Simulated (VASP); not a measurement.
# Mg3CdS2: single point with PBE

Mg3CdS2:

```
CELL_PARAMETERS angstrom
3.15977 1.82430 5.00088
-3.15977 1.82430 5.00088
0.00000 -3.64859 5.00088
ATOMIC_POSITIONS crystal
Mg 0.00000 0.50000 0.50000
Mg 0.50000 0.00000 0.50000
Mg 0.50000 0.50000 0.00000
Cd 0.50000 0.50000 0.50000
S 0.77582 0.77582 0.77582
S 0.22418 0.22418 0.22418
```

The cell was built from a structure type or drawn by symmetry, and may not be a known phase.

```json
{
 "Program": "VASP 6.6.1",
 "Task": "single point",
 "Functional": "PBE",
 "Potentials or basis": "VASP PAW PBE potentials, release 64 (Mg, Cd, S)",
 "Cutoff": "520 eV",
 "k mesh": "12 × 12 × 12",
 "Occupations": "gaussian, width 0.1 eV",
 "Spin": "no spin polarisation",
 "Dipole correction": "no",
 "Further INCAR settings": "ALGO = Normal; EDIFF = 1e-06; NBANDS = 24"
}
```

```json
{"Pressure": "-0.1 GPa", "Largest force": "0.014 eV/Å", "Band gap on the k mesh": "zero (filled and empty bands overlap)"}
```

Forces on the atoms (eV/Å):
```
Mg   0.000  0.000  0.000
Mg   0.000  0.000  0.000
Mg   0.000  0.000  0.000
Cd   0.000  0.000  0.000
S    0.000  0.000 -0.014
S    0.000  0.000  0.014
```

Levels at points of the mesh, in eV from the Fermi level:
```tsv
k point	band 13	band 14	band 15	band 16	band 17	band 18
(0.00, 0.00, 0.00)	-2.84	-2.84	-0.62	0.31	0.31	1.25
(0.50, 0.00, 0.00)	-3.29	-1.59	-0.08	0.47	1.68	1.70
(0.50, 0.50, 0.00)	-2.59	-2.15	-0.64	0.84	1.44	1.80
(0.50, 0.50, 0.50)	-3.27	-2.05	-0.12	1.83	1.83	1.94
```

Wall time 8.2 min on 1 thread of AMD EPYC 9R45 96-Core Processor (Zen 5) (shared host), peak memory 0.87 GiB.

Caveat: semilocal functionals underestimate gaps, so a narrow gap can read as zero.
